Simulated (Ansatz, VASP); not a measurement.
**InP3: VASP beside Ansatz**

INCAR

```
SYSTEM = InP3
PREC = Accurate
ENCUT = 520
EDIFF = 1E-7
ISMEAR = 0
SIGMA = 0.15
LREAL = .FALSE.
LASPH = .TRUE.
NELM = 100
ALGO = Normal
ISIF = 2
LWAVE = .FALSE.
LCHARG = .TRUE.
GGA = PS
LELF = .TRUE.
LVHAR = .TRUE.
NBANDS = 38
```

The input KPOINTS:

```
regular mesh
0
G
  6 6 6
  0 0 0
```

File POSCAR:

```
InP3
1.0
    3.4177878374      1.9732607279      3.0170261787
   -3.4177878374      1.9732607279      3.0170261787
    0.0000000000     -3.9465214559      3.0170261787
In P
2 6
Direct
    0.2732789115      0.2732789115      0.2732789115
    0.7267210885      0.7267210885      0.7267210885
    0.7947108827      0.2411926280      0.7947108827
    0.7947108827      0.7947108827      0.2411926280
    0.2411926280      0.7947108827      0.7947108827
    0.2052891173      0.7588073720      0.2052891173
    0.7588073720      0.2052891173      0.2052891173
    0.2052891173      0.2052891173      0.7588073720
```

Input for Ansatz:

```yaml
crystal:
  lattice:
    - [3.4177878374, 1.9732607279, 3.0170261787]
    - [-3.4177878374, 1.9732607279, 3.0170261787]
    - [0.0, -3.9465214559, 3.0170261787]
  atoms:
    - { symbol: In, position: [0.2732789115, 0.2732789115, 0.2732789115] }
    - { symbol: In, position: [0.7267210885, 0.7267210885, 0.7267210885] }
    - { symbol: P, position: [0.7947108827, 0.241192628, 0.7947108827] }
    - { symbol: P, position: [0.7947108827, 0.7947108827, 0.241192628] }
    - { symbol: P, position: [0.241192628, 0.7947108827, 0.7947108827] }
    - { symbol: P, position: [0.2052891173, 0.758807372, 0.2052891173] }
    - { symbol: P, position: [0.758807372, 0.2052891173, 0.2052891173] }
    - { symbol: P, position: [0.2052891173, 0.2052891173, 0.758807372] }
basis:
  ecutwfc: 420
kpoints:
  mp_grid: { grid: [6, 6, 6] }
hamiltonian:
  xc: pbesol
scf:
  occupations: { method: gaussian, width: 0.15 }
output:
  forces: true
  stress: true
  eigenvalues: true
```

Change from the starting cell: strain -0.080 along x and y, -0.080 along z, atoms carried along.

Alike in both runs: task single point; functional PBEsol; k mesh 6 × 6 × 6; occupations gaussian, width 0.15 eV; no spin polarisation.

```csv
,VASP,Ansatz
version,VASP 6.6.1,Ansatz 0.2.0
potentials or method,"VASP PAW PBE potentials, release 64 (In_d, P), cutoff 520 eV","scalar-relativistic, plane waves, PAW"
valence electrons in the cell,56,56
```

VASP gave:

```
gap on the k mesh at the Fermi level (eV)                     : none
pressure (GPa)                                                : 37.5
traceless stress, the component that is largest in VASP (GPa) : -6.56
rms of the force components (eV/Å)                            : 1.436
```

Question: Which values does Ansatz return?

Answer: gap on the k mesh at the Fermi level (eV): none; pressure (GPa): 37.6; traceless stress, the component that is largest in VASP (GPa): -6.66; rms of the force components (eV/Å): 1.461.

VASP's potentials were made for PBE, not for PBEsol. Atom by atom the forces differ by 0.026 eV/Å (rms over components). A gap of «none» marks a metal or a gap that the smearing closes. Both programs put the cell under a high pressure, so it lies far from rest at this level.
